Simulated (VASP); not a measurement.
BaTa3O2:

```
Ba Ta O
1.0
     6.84037    0.00000    0.00000
    -3.42018    5.92393    0.00000
     0.00000    0.00000    3.10682
Ba Ta O
1 3 2
Direct
  0.00000 0.00000 0.50000
  0.50000 0.00000 0.00000
  0.00000 0.50000 0.00000
  0.50000 0.50000 0.00000
  0.33333 0.66667 0.00000
  0.66667 0.33333 0.00000
```

The cell was generated, and may not be a known phase.

```yaml
Program: VASP 6.6.1
Task: relaxation of cell and atoms
Functional: PBE
Potentials_or_basis: VASP PAW PBE potentials, release 64 (Ba_sv, Ta_sv_GW, O)
Cutoff: 700 eV
k_mesh: 3 × 3 × 6
Occupations: gaussian, width 0.1 eV
Spin: no spin polarisation
```

At the start: pressure -0.6 GPa; volume 20.98 Å³/atom.

Question: How do energy, volume and symmetry change on relaxing?

Answer: Over 5 steps the energy falls by 21.6 meV/atom and the volume is 20.32 Å³/atom (-3.1 %); space group P6/mmm (No. 191, to 0.1 Å) before and after.

The path:
| step | energy change (eV) | largest force (eV/Å) | pressure (GPa) | volume (Å³) |
| --- | --- | --- | --- | --- |
| 1 | 0.0000 | 0.0000 | -0.64 | 125.89 |
| 2 | -0.1150 | 0.0000 | -2.12 | 124.28 |
| 3 | -0.1150 | 0.0000 | -2.12 | 124.28 |
| 4 | -0.1043 | 0.0000 | 2.81 | 118.94 |
| 5 | -0.1299 | 0.0000 | -0.09 | 121.93 |

Final structure:
```cif
data_structure
_symmetry_space_group_name_H-M 'P 1'
_symmetry_Int_Tables_number 1
_cell_length_a 6.8929
_cell_length_b 6.8929
_cell_length_c 2.9634
_cell_angle_alpha 90.000
_cell_angle_beta 90.000
_cell_angle_gamma 120.000
_cell_volume 121.93
loop_
_atom_site_label
_atom_site_type_symbol
_atom_site_fract_x
_atom_site_fract_y
_atom_site_fract_z
_atom_site_occupancy
Ba1 Ba 0.00000 0.00000 0.50000 1
Ta1 Ta 0.50000 0.00000 0.00000 1
Ta2 Ta 0.00000 0.50000 0.00000 1
Ta3 Ta 0.50000 0.50000 0.00000 1
O1 O 0.33333 0.66667 0.00000 1
O2 O 0.66667 0.33333 0.00000 1
```
